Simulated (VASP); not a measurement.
**BN: single point with PBE**

The system is BN.

```
B N
1.0
     1.20716    0.69696    3.31775
    -1.20716    0.69696    3.31775
     0.00000   -1.39391    3.31775
B N
1 1
Direct
  0.99962 0.99962 0.99962
  0.33281 0.33281 0.33281
```

This cell differs from its parent crystal: volume changed by -10%.

```
Program             : VASP 6.6.1
Task                : single point
Functional          : PBE
Potentials or basis : VASP PAW PBE potentials, release 64 (B, N)
Cutoff              : 600 eV
k mesh              : 6 × 6 × 6
Occupations         : gaussian, width 0.01 eV
Spin                : no spin polarisation
```

* Pressure: 34.4 GPa
* Largest force: 0.010 eV/Å
* Band gap on the k mesh: 4.44 eV, indirect (least direct gap 4.96 eV)

Forces in eV/Å, atoms in the order of the input:
```
B    0.000  0.000  0.010
N    0.000  0.000 -0.010
```

Stress tensor (GPa, compression positive):
```
50.16  0.00  0.00
 0.00 50.16  0.00
 0.00  0.00  2.80
```

Levels at points of the mesh, in eV from the valence-band top:
| k point | band 1 | band 2 | band 3 | band 4 | band 5 | band 6 | band 7 | band 8 | band 9 |
| --- | --- | --- | --- | --- | --- | --- | --- | --- | --- |
| (0.00, 0.00, 0.00) | -18.44 | -4.71 | -1.15 | -1.15 | 5.22 | 12.60 | 12.60 | 14.48 | 16.76 |
| (0.50, 0.00, 0.00) | -14.92 | -9.36 | -4.23 | -0.70 | 5.54 | 11.00 | 13.71 | 15.59 | 20.94 |
| (0.50, 0.50, 0.00) | -14.84 | -9.24 | -4.29 | -1.30 | 4.44 | 11.08 | 14.96 | 18.37 | 21.59 |
| (0.50, 0.50, 0.50) | -18.16 | -6.76 | -1.16 | -1.16 | 10.62 | 12.53 | 12.53 | 14.10 | 17.44 |

Run time: 11 s on 1 thread of AMD EPYC 9R14 (Zen 4), on a shared host, peak memory 0.12 GiB.

Caveat: the k points lie up to 0.51 Å⁻¹ apart. A k mesh can miss the band edges.
